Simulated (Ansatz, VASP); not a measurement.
**Two plane-wave programs on TcN2**

```
Tc N
1.0
     0.00000    2.44455    2.44455
     2.44455    0.00000    2.44455
     2.44455    2.44455    0.00000
Tc N
1 2
Direct
  0.00000 0.00000 0.00000
  0.75000 0.75000 0.75000
  0.25000 0.25000 0.25000
```

Alike in both runs: task single point; functional BLYP; k mesh 10 × 10 × 10; occupations methfessel-paxton of order 1, width 0.1 eV; no spin polarisation.

```csv
,VASP,Ansatz
version,VASP 6.6.1,Ansatz 0.2.0
potentials or method,"VASP PAW PBE potentials, release 64 (Tc_pv, N), cutoff 520 eV","plane waves, PAW"
valence electrons in the cell,23,25
```

|  | VASP | Ansatz | Ansatz less VASP |
| --- | --- | --- | --- |
| pressure (GPa) | 6.8 | 7.2 | +0.33 |

VASP's potentials were made for PBE, not for BLYP. The functional is the same, so the differences come from potentials, cutoffs and numerics. VASP's potentials hold 23 valence electrons a cell and Ansatz's 25, so a difference there can come from the potentials and not from the codes.
